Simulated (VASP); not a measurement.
Write the native input for VASP 6.6.1 that does the following.

| Property | Result |
| --- | --- |
| Task | relaxation of cell and atoms |
| Functional | PBE |
| Potentials or basis | VASP PAW PBE potentials, release 64 (Zn, Ge_d, O) |
| Cutoff | 600 eV |
| k mesh | 8 × 8 × 8 |
| Occupations | gaussian, width 0.1 eV |
| Spin | no spin polarisation |
| Dipole correction | no |
| Further INCAR settings | ALGO = Normal; EDIFF = 1e-07; IBRION = 2; EDIFFG = -0.01; NSW = 100; ISIF = 3 |

The structure of Zn3GeO lies in POSCAR:

```
Zn3GeO
1.0
    4.6775798214      0.0000000000      0.0000000000
    0.0000000000      4.6775798214      0.0000000000
    0.0000000000      0.0000000000      4.6775798214
Zn Ge O
3 1 1
Direct
    0.0000000000      0.5000000000      0.5000000000
    0.5000000000      0.0000000000      0.5000000000
    0.5000000000      0.5000000000      0.0000000000
    0.5000000000      0.5000000000      0.5000000000
    0.0000000000      0.0000000000      0.0000000000
```

The cell was built from a structure type or drawn by symmetry, and may not be a known phase.

One way to write it, as run:

INCAR

```
PREC = Accurate ; ENCUT = 600
EDIFF = 1E-7 ; ISMEAR = 0
SIGMA = 0.1 ; LREAL = False
LASPH = True ; NELM = 60
ALGO = Normal ; ISIF = 3
LWAVE = False ; LCHARG = False
GGA = PE ; IBRION = 2
NSW = 100 ; EDIFFG = -0.01
```

KPOINTS

```
Automatic mesh
0
Gamma
  8 8 8
```

Potentials or basis: VASP PAW PBE potentials, release 64 (Zn, Ge_d, O).

Launch:

```bash
$ cat potpaw_PBE.64/Zn/POTCAR potpaw_PBE.64/Ge_d/POTCAR potpaw_PBE.64/O/POTCAR > POTCAR
$ mpirun -np 1 vasp_std > vasp.out
```

It gave:

```
Relaxed volume                        : 20.27 Å³/atom
Relaxed cell                          : a = 4.662 Å, b = 4.662 Å, c = 4.662 Å, α = 90.00°, β = 90.00°, γ = 90.00°
Space group after relaxing (to 0.1 Å) : Pm-3m (No. 221)
Energy gained by relaxing             : 0.3 meV/atom
Ionic steps                           : 3
Pressure after relaxing               : 0.0 GPa
Band gap on the k mesh                : zero (bands 28 and 29 overlap by 0.12 eV)
```

Wall time 2.9 min on 1 thread of Intel(R) Xeon(R) 6975P-C (Granite Rapids), with other jobs on the host, peak memory 0.32 GiB.
